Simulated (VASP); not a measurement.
# Ag (Im-3m) in VASP: a series of runs

Ag is run at these levels: PBE+D4, RPBE+D4, PBE; tasks: single point.

Program: VASP 6.6.1. These are calculated values, not measurements. Logs are shortened: lines on timing, memory, paths and dates and some standing lists are left out, and cuts for length are marked.

## (1) The cell of the first run

The structure is cubic, space group Im-3m (No. 229). Conventional cell: a = 3.249 Å, b = 3.249 Å, c = 3.249 Å, α = 90.00°, β = 90.00°, γ = 90.00°. Ag (site symmetry m-3m) has 14 Ag at 2.81 to 3.25 Å within 3.7 Å.

## (2) Single point, PBE+D4

The input, INCAR:

```
PREC     = Accurate       # precision mode
ENCUT    = 520            # plane-wave cutoff, eV
EDIFF    = 1E-7           # SCF threshold, eV
ISMEAR   = -1             # smearing method
SIGMA    = 0.05           # smearing width, eV
LREAL    = False          # projectors in reciprocal space
LASPH    = True           # aspherical terms in the spheres
NELM     = 80             # most SCF steps
ALGO     = Normal         # electronic algorithm
ISIF     = 2              # what is computed and relaxed
LWAVE    = False          # write WAVECAR
LCHARG   = True           # write CHGCAR
GGA      = PE             # functional
IVDW     = 13             # dispersion correction
LELF     = True           # ELF
LVHAR    = True         
NBANDS   = 12             # bands
```

The input, KPOINTS:

```
regular mesh
0
Gamma
  11 11 11
```

The input, POSCAR:

```
Ag
1.0
   -1.6246835776      1.6246835776      1.6246835776
    1.6246835776     -1.6246835776      1.6246835776
    1.6246835776      1.6246835776     -1.6246835776
Ag
1
Direct
    0.0000000000      0.0000000000      0.0000000000
```

Potentials or basis: VASP PAW PBE potentials, release 64 (Ag).

On the command line:

```
$ cat potpaw_PBE.64/Ag/POTCAR > POTCAR
$ mpirun -np 1 vasp_std > vasp.out
```

OUTCAR:

```text
PREC = Accurate
   ENCUT = 520
   EDIFF = 1E-7
   ISMEAR = -1
   LREAL = False
   LASPH = True
   NELM = 80
   ISIF = 2
   GGA = PE
   IVDW = 13

 ion  position               nearest neighbor table
   1  0.000  0.000  0.000-

  LATTYP: Found a body centered cubic cell.
 ALAT       =     3.2493671552

  Lattice vectors:

 A1 = (  -1.6246835776,   1.6246835776,   1.6246835776)
 A2 = (   1.6246835776,  -1.6246835776,   1.6246835776)
 A3 = (   1.6246835776,   1.6246835776,  -1.6246835776)

Analysis of symmetry for initial positions (statically):
=====================================================================
 Subroutine PRICEL returns:
 Original cell was already a primitive cell.

 Routine SETGRP: Setting up the symmetry group for a
 body centered cubic supercell.

 Subroutine GETGRP returns: Found 48 space group operations
[... 9 lines left out ...]

 Routine SETGRP: Setting up the symmetry group for a
 body centered cubic supercell.

 Subroutine GETGRP returns: Found 48 space group operations
[... 11 lines left out ...]
                                     Primitive cell

  volume of cell :      17.1540

  direct lattice vectors                    reciprocal lattice vectors
    -1.624683578  1.624683578  1.624683578     0.000000000  0.307752234  0.307752234
     1.624683578 -1.624683578  1.624683578     0.307752234  0.000000000  0.307752234
     1.624683578  1.624683578 -1.624683578     0.307752234  0.307752234  0.000000000

  length of vectors
     2.814034503  2.814034503  2.814034503     0.435227383  0.435227383  0.435227383

  position of ions in fractional coordinates (direct lattice)
     0.000000000  0.000000000  0.000000000

  ion indices of the primitive-cell ions
   primitive index   ion index
                 1           1

----------------------------------------------------------------------------------------

 KPOINTS: regular mesh

Automatic generation of k-mesh.
 Grid dimensions read from file:
 generate k-points for:   11   11   11

 Generating k-lattice:

  Cartesian coordinates                     Fractional coordinates (reciprocal lattice)
     0.000000000  0.027977476  0.027977476     0.090909091  0.000000000  0.000000000
     0.027977476  0.000000000  0.027977476     0.000000000  0.090909091  0.000000000
     0.027977476  0.027977476  0.000000000     0.000000000  0.000000000  0.090909091

  Length of vectors
     0.039566126  0.039566126  0.039566126

  Shift w.r.t. Gamma in fractional coordinates (k-lattice)
     0.000000000  0.000000000  0.000000000

 Subroutine IBZKPT returns following result:
 ===========================================

 Found     56 irreducible k-points:

 Following reciprocal coordinates:
            Coordinates               Weight
  0.000000  0.000000  0.000000      1.000000
  0.090909  0.000000  0.000000     12.000000
  0.181818  0.000000  0.000000     12.000000
  0.272727  0.000000  0.000000     12.000000
  0.363636  0.000000  0.000000     12.000000
  0.454545  0.000000  0.000000     12.000000
[... 16 lines left out ...]
  0.272727  0.181818  0.090909     48.000000
  0.363636  0.181818  0.090909     24.000000
 [... further k-points ...]
   k-points           NKPTS =     56   k-points in BZ     NKDIM =     56   number of bands    NBANDS=     12
   number of dos      NEDOS =    301   number of ions     NIONS =      1
   total plane-waves  NPLWV =  13824
   dimension x,y,z NGX =    24 NGY =   24 NGZ =   24
   dimension x,y,z NGXF=    48 NGYF=   48 NGZF=   48
   ions per type =               1
   NGX,Y,Z   is equivalent  to a cutoff of  14.18, 14.18, 14.18 a.u.
   NGXF,Y,Z  is equivalent  to a cutoff of  28.36, 28.36, 28.36 a.u.
 SYSTEM =  unknown system
   PREC   = accura    normal or accurate (medium, high low for compatibility)
   ISTART =      0    job   : 0-new  1-cont  2-samecut
   ICHARG =      2    charge: 1-file 2-atom 10-const
   ISPIN  =      1    spin polarized calculation?
   LNONCOLLINEAR =      F non collinear calculations
   LSORBIT =      F    spin-orbit coupling
   LASPH  =      T    aspherical Exc in radial PAW
   ENCUT  =  520.0 eV  38.22 Ry    6.18 a.u.   5.23  5.23  5.23*2*pi/ulx,y,z
   NELM   =     80;   NELMIN=  2; NELMDL= -5     # of ELM steps
   EDIFF  = 0.1E-06   stopping-criterion for ELM
   LREAL  =      F    real-space projection
   EDIFFG = 0.1E-05   stopping-criterion for IOM
   NSW    =      0    number of steps for IOM
   IBRION =     -1    ionic relax: 0-MD 1-quasi-New 2-CG
   NFREE  =      0    steps in history (QN), initial steepest desc. (CG)
   ISIF   =      2    stress and relaxation
   ISYM   =      2    0-nonsym 1-usesym 2-fastsym
   POTIM  = 0.5000    time-step for ionic-motion
   TEBEG  =    0.0;   TEEND  =   0.0 temperature during run
   PSTRESS=    0.0 pullay stress
   NELECT =      11.0000    total number of electrons
   NUPDOWN=      -1.0000    fix difference up-down
   EMIN   =  10.00;   EMAX   =-10.00  energy-range for DOS
   EFERMI =   0.00;   METHOD = LEGACY
   ISMEAR =    -1;   SIGMA  =   0.05  broadening in eV -4-tet -1-fermi 0-gaus
   EFERMI_NEDOS =   21; number of points for ismear=-14 and -15
   IALGO  =     38    algorithm
   IMIX   =      4    mixing-type and parameters
     AMIX     =   0.40;   BMIX     =  1.00
     AMIX_MAG =   1.60;   BMIX_MAG =  1.00
  volume/ion in A,a.u.               =      17.15       115.76
  Fermi-wavevector in a.u.,A,eV,Ry     =   1.411726  2.667774 27.115989  1.992969
  Thomas-Fermi vector in A             =   2.533547
   LORBIT       =      0    0 simple, 1 ext, 2 COOP (PROOUT), +10 PAW based schemes
   GGA     = PE    functional components
   LHFCALC =     F    Hartree Fock is set to
   AEXX    =    0.0000 exact exchange contribution
   IVDW    =    13    specifies the selected vdW correction
   LEPSILON=     F    determine dielectric tensor
   LRPA    =     F    only Hartree local field effects (RPA)
 non-spin polarized calculation
  energy-cutoff  :      520.00
  volume of cell :       17.15
 maximum number of plane-waves:       472
 NGX is ok and might be reduce to    24
   NGX = 11   NGY = 11   NGZ = 11

 number of electron      11.0000000 magnetization

 Free energy of the ion-electron system (eV)
  ---------------------------------------------------
  ext. energy  EPLUGINS =         0.00000000
  ---------------------------------------------------
  free energy    TOTEN  =        -2.68455819 eV

  energy without entropy =       -2.68076261  energy(sigma->0) =       -2.68266040

 E-fermi :   8.3456     XC(G=0): -12.1723

 val. band max:        8.3150553391   @ k =  -0.3636   0.4545   0.0909
 cond. band min:       8.4796487851   @ k =  -0.4545   0.4545   0.0909
 fundamental gap:      0.1645934460
 Fermi energy:         8.3455623763

 k-point     1 :       0.0000    0.0000    0.0000
  band No.  band energies     occupation
      1       0.6313      2.00000
      2       3.4521      2.00000
      3       3.4521      2.00000
      4       3.4521      2.00000
      5       4.7733      2.00000
      6       4.7733      2.00000
      7      26.3124      0.00000
      8      26.3124      0.00000
      9      26.3124      0.00000
     10      32.5530      0.00000
     11      32.5531      0.00000
     12      32.5545      0.00000

 k-point     2 :       0.0909    0.0000    0.0000
  band No.  band energies     occupation
      1       0.9003      2.00000
      2       3.3861      2.00000
      3       3.4632      2.00000
      4       3.6065      2.00000
      5       4.7043      2.00000
      6       4.7782      2.00000
      7      25.5933      0.00000
      8      26.1888      0.00000
      9      26.5002      0.00000
     10      30.3788      0.00000
     11      30.3876      0.00000
     12      31.0164      0.00000

 k-point     3 :       0.1818    0.0000    0.0000
  band No.  band energies     occupation
      1       1.6014      2.00000
      2       3.2131      2.00000
      3       3.5454      2.00000
      4       4.0406      2.00000
      5       4.5905      2.00000
      6       4.7953      2.00000
      7      23.0147      0.00000
      8      25.2190      0.00000
      9      26.9820      0.00000
     10      28.4517      0.00000
     11      29.1127      0.00000
     12      30.0520      0.00000

 k-point     4 :       0.2727    0.0000    0.0000
  band No.  band energies     occupation
      1       2.1534      2.00000
      2       2.9950      2.00000
      3       4.2023      2.00000
      4       4.5768      2.00000
      5       4.6618      2.00000
      6       4.8264      2.00000
      7      19.4427      0.00000
      8      23.6882      0.00000
      9      25.9898      0.00000
     10      27.5585      0.00000
     11      28.9671      0.00000
     12      31.4687      0.00000

 k-point     5 :       0.3636    0.0000    0.0000
  band No.  band energies     occupation
      1       2.1235      2.00000
      2       2.8022      2.00000
      3       4.6435      2.00000
      4       4.8641      2.00000
      5       5.3001      2.00000
      6       5.8843      2.00000
      7      15.9008      0.00000
      8      22.4411      0.00000
      9      24.0449      0.00000
     10      28.0282      0.00000
     11      29.2073      0.00000
     12      33.6421      0.00000
[... 228 lines left out ...]
      1       1.1635      2.00000
      2       3.4812      2.00000
      3       3.4812      2.00000
      4       3.6045      2.00000
      5       4.5408      2.00000
      6       4.8673      2.00000
      7      25.1033      0.00000
      8      26.4267      0.00000
      9      26.4267      0.00000
     10      27.9010      0.00000
     11      30.4892      0.00000
     12      30.4892      0.00000

 k-point    22 :       0.1818    0.1818    0.0909
  band No.  band energies     occupation
      1       2.7180      2.00000
      2       2.9717      2.00000
      3       3.5012      2.00000
      4       4.7206      2.00000
      5       4.8644      2.00000
      6       7.3168      2.00000
      7      18.1220      0.00000
      8      18.7060      0.00000
      9      20.7868      0.00000
     10      29.8263      0.00000
     11      33.8915      0.00000
     12      34.6173      0.00000

 k-point    23 :       0.2727    0.1818    0.0909
  band No.  band energies     occupation
      1       2.6074      2.00000
      2       2.8891      2.00000
      3       3.9515      2.00000
      4       4.7820      2.00000
      5       4.9217      2.00000
      6       9.3228      0.00000
      7      15.0475      0.00000
      8      17.5823      0.00000
      9      20.0372      0.00000
     10      30.6302      0.00000
     11      33.5863      0.00000
     12      35.0395      0.00000

 k-point    24 :       0.3636    0.1818    0.0909
  band No.  band energies     occupation
      1       2.5568      2.00000
      2       2.8490      2.00000
      3       4.1461      2.00000
      4       4.8207      2.00000
      5       4.9389      2.00000
      6      11.1323      0.00000
      7      12.8149      0.00000
      8      17.2376      0.00000
      9      19.7775      0.00000
     10      30.8986      0.00000
     11      33.4025      0.00000
     12      35.0740      0.00000

 [... further k-points ...]

------------------------ aborting loop because EDIFF is reached ----------------------------------------

  DFT-D4 for vdW energy calculation

  Edisp (eV):   -0.56371

  FORCE on cell =-STRESS in cart. coord.  units (eV):
  Direction    XX          YY          ZZ          XY          YZ          ZX
  --------------------------------------------------------------------------------------
  -------------------------------------------------------------------------------------
  Total      -0.01906    -0.01906    -0.01906     0.00000     0.00000     0.00000
  in kB      -1.78021    -1.78021    -1.78021     0.00000     0.00000     0.00000
  external pressure =       -1.78 kB  Pullay stress =        0.00 kB

 VOLUME and BASIS-vectors are now :
 -----------------------------------------------------------------------------
  energy-cutoff  :      520.00
  volume of cell :       17.15
      direct lattice vectors                 reciprocal lattice vectors
    -1.624683578  1.624683578  1.624683578     0.000000000  0.307752234  0.307752234
     1.624683578 -1.624683578  1.624683578     0.307752234  0.000000000  0.307752234
     1.624683578  1.624683578 -1.624683578     0.307752234  0.307752234  0.000000000

 POSITION                                       TOTAL-FORCE (eV/Angst)
 -----------------------------------------------------------------------------------
      0.00000      0.00000      0.00000        -0.000000      0.000000     -0.000000
 -----------------------------------------------------------------------------------
    total drift:                               -0.000000      0.000000      0.000000

  FREE ENERGIE OF THE ION-ELECTRON SYSTEM (eV)
  ---------------------------------------------------
  free  energy   TOTEN  =        -3.2482679495 eV

  energy  without entropy=       -3.2444723665  energy(sigma->0) =       -3.24637016
```

Wall time 25 s (1 thread of Intel Xeon 8259CL, shared host); peak memory 0.14 GiB.

What came out:

| Property | Result |
| --- | --- |
| Free energy | -3.2483 eV |
| Pressure | -0.2 GPa |
| Dispersion energy per atom | -0.564 eV |

Levels at points of the mesh, in eV from the Fermi level:
| k point | band 3 | band 4 | band 5 | band 6 | band 7 | band 8 | band 9 | band 10 |
| --- | --- | --- | --- | --- | --- | --- | --- | --- |
| (0.00, 0.00, 0.00) | -4.89 | -4.89 | -3.57 | -3.57 | 17.97 | 17.97 | 17.97 | 24.21 |

Caveat: pairwise dispersion overbinds metals, which lowers pressure and volume.

## (3) Single point, RPBE+D4

This run uses another cell than the first one, of 17.09 Å³/atom, 0.996 times its volume.

The input, INCAR:

```
SYSTEM = Ag
PREC = Accurate
ENCUT = 520
EDIFF = 1E-6
ISMEAR = -1
SIGMA = 0.05
LREAL = .False.
LASPH = .True.
NELM = 80
ALGO = Normal
ISIF = 2
LWAVE = .False.
LCHARG = .True.
GGA = RP
IVDW = 13
LELF = .True.
LVHAR = .True.
NBANDS = 12
```

The input, KPOINTS:

```
Automatic mesh
0
Gamma
  11 11 11
  0 0 0
```

The input, POSCAR:

```
Ag
1.0
   -1.6226528626      1.6226528626      1.6226528626
    1.6226528626     -1.6226528626      1.6226528626
    1.6226528626      1.6226528626     -1.6226528626
Ag
1
Direct
    0.0000000000      0.0000000000      0.0000000000
```

Potentials or basis: VASP PAW PBE potentials, release 64 (Ag).

On the command line:

```
$ cat potpaw_PBE.64/Ag/POTCAR > POTCAR
$ mpirun -np 1 vasp_std > vasp.out
```

OUTCAR:

```text
SYSTEM = Ag
   PREC = Accurate
   ENCUT = 520
   EDIFF = 1E-6
   ISMEAR = -1
   LREAL = .False.
   LASPH = .True.
   NELM = 80
   ISIF = 2
   GGA = RP
   IVDW = 13

 ion  position               nearest neighbor table
   1  0.000  0.000  0.000-

  LATTYP: Found a body centered cubic cell.
 ALAT       =     3.2453057252

  Lattice vectors:

 A1 = (  -1.6226528626,   1.6226528626,   1.6226528626)
 A2 = (   1.6226528626,  -1.6226528626,   1.6226528626)
 A3 = (   1.6226528626,   1.6226528626,  -1.6226528626)

Analysis of symmetry for initial positions (statically):
=====================================================================
 Subroutine PRICEL returns:
 Original cell was already a primitive cell.

 Routine SETGRP: Setting up the symmetry group for a
 body centered cubic supercell.

 Subroutine GETGRP returns: Found 48 space group operations
 (whereof 48 operations were pure point group operations)
 out of a pool of 48 trial point group operations.

The static configuration has the point symmetry O_h .

[... 166 lines left out ...]
  band No.  band energies     occupation
      1       0.8296      2.00000
      2       3.6130      2.00000
      3       3.6130      2.00000
      4       3.6130      2.00000
      5       4.9337      2.00000
      6       4.9337      2.00000
      7      26.5091      0.00000
      8      26.5091      0.00000
      9      26.5091      0.00000
     10      32.8846      0.00000
     11      32.8855      0.00000
     12      32.9046      0.00000
[... 331 lines left out ...]
 k-point    24 :       0.3636    0.1818    0.0909
  band No.  band energies     occupation
      1       2.7184      2.00000
      2       3.0096      2.00000
      3       4.3116      2.00000
      4       4.9823      2.00000
      5       5.1005      2.00000
      6      11.3392      0.00000
      7      13.0605      0.00000
      8      17.4802      0.00000
      9      20.0179      0.00000
     10      31.1225      0.00000
     11      33.6395      0.00000
     12      35.3431      0.00000

 [... further k-points ...]

------------------------ aborting loop because EDIFF is reached ----------------------------------------

  DFT-D4 for vdW energy calculation

  Edisp (eV):   -1.11802

  FORCE on cell =-STRESS in cart. coord.  units (eV):
  Direction    XX          YY          ZZ          XY          YZ          ZX
  --------------------------------------------------------------------------------------
  -------------------------------------------------------------------------------------
  Total      -0.01724    -0.01724    -0.01724    -0.00000     0.00000     0.00000
  in kB      -1.61635    -1.61635    -1.61635    -0.00000     0.00000     0.00000
  external pressure =       -1.62 kB  Pullay stress =        0.00 kB

 VOLUME and BASIS-vectors are now :
 -----------------------------------------------------------------------------
  energy-cutoff  :      520.00
  volume of cell :       17.09
      direct lattice vectors                 reciprocal lattice vectors
    -1.622652863  1.622652863  1.622652863     0.000000000  0.308137379  0.308137379
     1.622652863 -1.622652863  1.622652863     0.308137379  0.000000000  0.308137379
     1.622652863  1.622652863 -1.622652863     0.308137379  0.308137379  0.000000000

 POSITION                                       TOTAL-FORCE (eV/Angst)
 -----------------------------------------------------------------------------------
      0.00000      0.00000      0.00000        -0.000000     -0.000000      0.000000
 -----------------------------------------------------------------------------------
    total drift:                               -0.000000      0.000000      0.000000

  FREE ENERGIE OF THE ION-ELECTRON SYSTEM (eV)
  ---------------------------------------------------
  free  energy   TOTEN  =        -3.2542596772 eV

  energy  without entropy=       -3.2504675532  energy(sigma->0) =       -3.25236362
```

OSZICAR:

```text
N       E                     dE             d eps       ncg     rms          rms(c)
DAV:   1     0.521207537853E+02    0.52121E+02   -0.54193E+03  1352   0.820E+02
DAV:   2    -0.156076438247E+01   -0.53682E+02   -0.50142E+02  1572   0.190E+02
DAV:   3    -0.233148801138E+01   -0.77072E+00   -0.77040E+00  1532   0.243E+01
DAV:   4    -0.233382980985E+01   -0.23418E-02   -0.23417E-02  1536   0.141E+00
DAV:   5    -0.233384837404E+01   -0.18564E-04   -0.18563E-04  1540   0.112E-01    0.505E+00
DAV:   6    -0.214509401805E+01    0.18875E+00   -0.71538E-01  1496   0.766E+00    0.341E+00
DAV:   7    -0.213826487778E+01    0.68291E-02   -0.10283E-02  1516   0.963E-01    0.189E+00
DAV:   8    -0.213622100194E+01    0.20439E-02   -0.95463E-04  1496   0.253E-01    0.845E-02
DAV:   9    -0.213623092308E+01   -0.99211E-05   -0.13944E-05  1496   0.313E-02    0.278E-02
DAV:  10    -0.213624007571E+01   -0.91526E-05   -0.86916E-06  1484   0.304E-02    0.633E-03
DAV:  11    -0.213623949556E+01    0.58015E-06   -0.16729E-07   848   0.374E-03
   1 F= -.32542597E+01 E0= -.32523636E+01  d E =-.379212E-02
```

Wall time 18 s (1 thread of Intel Xeon 8259CL, shared host); peak memory 0.14 GiB.

Results:

```
Free energy                : -3.2543 eV
Pressure                   : -0.2 GPa
Dispersion energy per atom : -1.118 eV
```

Levels at points of the mesh, in eV from the Fermi level:
| k point | band 4 | band 5 | band 6 | band 7 | band 8 | band 9 |
| --- | --- | --- | --- | --- | --- | --- |
| (0.00, 0.00, 0.00) | -4.94 | -3.62 | -3.62 | 17.96 | 17.96 | 17.96 |

Caveat: the PAW data sets were made with another functional, which shifts forces and pressure a little; pairwise dispersion overbinds metals, which lowers pressure and volume.

[end of part 1 of 2]
